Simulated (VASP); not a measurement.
A run of VASP 6.6.1 is set up as follows.

File INCAR:

```
  PREC = Accurate
  ENCUT = 520
  EDIFF = 1E-6
  ISMEAR = 0
  SIGMA = 0.15
  LREAL = F
  LASPH = T
  NELM = 150
  ALGO = Fast
  ISIF = 2
  LWAVE = F
  LCHARG = F
  ISPIN = 2
  MAGMOM = -0.01 0.16
  LORBIT = 11
  LMAXMIX = 4
  GGA = PE
  NBANDS = 17
```

The input KPOINTS:

```
Automatic mesh
0
Gamma
  18 18 18
```

File POSCAR:

```
AlCo
1.0
    2.8970691823     -0.4457029511     -0.4457029511
   -0.4457029511      2.8970691823     -0.4457029511
   -0.4457029511     -0.4457029511      2.8970691823
Al Co
1 1
Direct
    0.0000000000      0.0000000000      0.0000000000
    0.5000000000      0.5000000000      0.5000000000
```

Potentials or basis: VASP PAW PBE potentials, release 64 (Al, Co).

Run with:

```bash
$ cat potpaw_PBE.64/Al/POTCAR potpaw_PBE.64/Co/POTCAR > POTCAR
$ mpirun -np 1 vasp_std > vasp.out
```

Q: Predict the band gap on the k mesh.

A: Zero (filled and empty bands overlap).

Q: Estimate the pressure.

A: 79.2 GPa.

Q: Estimate the net moment.

A: 0.00 μB per cell.

Stress tensor (GPa, compression positive):
```
 79.18 107.36 107.36
107.36  79.18 107.36
107.36 107.36  79.18
```
